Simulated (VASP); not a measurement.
Input of a VASP 6.6.1 run:

Contents of INCAR:

```
PREC     = Accurate       # precision mode
ENCUT    = 520            # plane-wave cutoff, eV
EDIFF    = 1E-6           # SCF threshold, eV
ISMEAR   = 0              # smearing method
SIGMA    = 0.15           # smearing width, eV
LREAL    = F              # projectors in reciprocal space
LASPH    = T              # aspherical terms in the spheres
NELM     = 80             # most SCF steps
ALGO     = Normal         # electronic algorithm
ISIF     = 2              # what is computed and relaxed
LWAVE    = F              # write WAVECAR
LCHARG   = F              # write CHGCAR
GGA      = PE             # functional
NBANDS   = 50             # bands
```

Contents of KPOINTS:

```
Automatic mesh
0
Gamma
  9 9 8
```

The input POSCAR:

```
Ta2N
1.0
    5.1794057167      0.0000000000      0.0000000000
   -2.5897028583      4.4854969272      0.0000000000
    0.0000000000      0.0000000000      5.2166974379
Ta N
6 3
Direct
    0.6905948076      0.6905948076      0.7528547364
    0.0000000000      0.3094051924      0.7528547364
    0.3094051924      0.0000000000      0.7528547364
    0.3094051924      0.3094051924      0.2471452636
    0.0000000000      0.6905948076      0.2471452636
    0.6905948076      0.0000000000      0.2471452636
    0.6666666667      0.3333333333      0.5000000000
    0.3333333333      0.6666666667      0.5000000000
    0.0000000000      0.0000000000      0.0000000000
```

Potentials or basis: VASP PAW PBE potentials, release 64 (Ta_pv, N).

The run is started by

```bash
$ cat potpaw_PBE.64/Ta_pv/POTCAR potpaw_PBE.64/N/POTCAR > POTCAR
$ mpirun -np 1 vasp_std > vasp.out
```

Question: Estimate the largest force.

Answer: 4.001 eV/Å.

Question: Estimate the pressure.

Answer: 6.6 GPa.

Question: Predict the band gap on the k mesh.

Answer: Zero (an odd number of electrons rules out a gap without spin polarisation).

Forces in eV/Å, atoms in the order of the input:
```
Ta  -1.908 -3.305 -1.202
Ta  -1.908  3.305 -1.202
Ta   3.817  0.000 -1.202
Ta   1.908  3.305  1.202
Ta   1.908 -3.305  1.202
Ta  -3.817  0.000  1.202
N    0.000  0.000  0.000
N    0.000  0.000  0.000
N    0.000  0.000  0.000
```

Caveat: the stress differs along the axes, from -8 to 14 GPa; spin-orbit coupling is left out, which moves the levels of the heavy elements; forces of over 1 eV/Å act on the atoms, so gaps and moduli don't describe the material at rest.
